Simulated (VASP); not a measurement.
A run of VASP 6.6.1 is set up as follows.

The input INCAR:

```
ALGO     = Normal         # electronic algorithm
DIPOL    = 0.5 0.5 0.294
EDIFF    = 1E-7           # SCF threshold, eV
ENCUT    = 520            # plane-wave cutoff, eV
GGA      = PE             # functional
IDIPOL   = 3            
ISIF     = 2              # what is computed and relaxed
ISMEAR   = 0              # smearing method
IVDW     = 12             # dispersion correction
LASPH    = T              # aspherical terms in the spheres
LCHARG   = T              # write CHGCAR
LDIPOL   = T            
LELF     = T              # ELF
LREAL    = Auto         
LVACPOTAV= T            
LVHAR    = T            
LWAVE    = F              # write WAVECAR
NBANDS   = 68             # bands
NELM     = 100            # most SCF steps
PREC     = Accurate       # precision mode
SIGMA    = 0.02           # smearing width, eV
```

File KPOINTS:

```
k-points
0
Gamma
  12 12 1
```

POSCAR

```
PtSe2
1.0
    3.7270000000      0.0000000000      0.0000000000
   -1.8635000000      3.2276766799      0.0000000000
    0.0000000000      0.0000000000     69.5199999968
Se Pt
10 5
Direct
    0.6666666667      0.3333333333      0.1332136370
    0.3333333333      0.6666666667      0.1708898378
    0.6666666667      0.3333333333      0.2045165571
    0.3333333333      0.6666666667      0.2420482934
    0.6666666667      0.3333333333      0.2750948048
    0.3333333333      0.6666666667      0.3126497292
    0.6666666667      0.3333333333      0.3456962406
    0.3333333333      0.6666666667      0.3832279769
    0.6666666667      0.3333333333      0.4168546962
    0.3333333333      0.6666666667      0.4545308970
    0.0000000000      0.0000000000      0.1523118734
    0.0000000000      0.0000000000      0.2232821234
    0.0000000000      0.0000000000      0.2938722670
    0.0000000000      0.0000000000      0.3644624105
    0.0000000000      0.0000000000      0.4354326605
```

Potentials or basis: VASP PAW PBE potentials, release 64 (Se, Pt).

Launch:

```bash
$ cat potpaw_PBE.64/Se/POTCAR potpaw_PBE.64/Pt/POTCAR > POTCAR
$ mpirun -np 1 vasp_std > vasp.out
```

Problem. Estimate the largest force.

Solution. 0.011 eV/Å.

Problem. What does it give for the work function of the upper face?

Solution. 4.69 eV.

Problem. Estimate the work function of the lower face.

Solution. 4.69 eV.

Problem. Predict the dispersion energy per atom.

Solution. -0.449 eV.

Forces in eV/Å, atoms in the order of the input:
```
Se   0.000  0.000  0.003
Se   0.000  0.000  0.011
Se   0.000  0.000 -0.008
Se   0.000  0.000  0.007
Se   0.000  0.000 -0.010
Se   0.000  0.000  0.010
Se   0.000  0.000 -0.007
Se   0.000  0.000  0.008
Se   0.000  0.000 -0.011
Se   0.000  0.000 -0.003
Pt   0.000  0.000 -0.008
Pt   0.000  0.000 -0.006
Pt   0.000  0.000  0.000
Pt   0.000  0.000  0.006
Pt   0.000  0.000  0.008
```
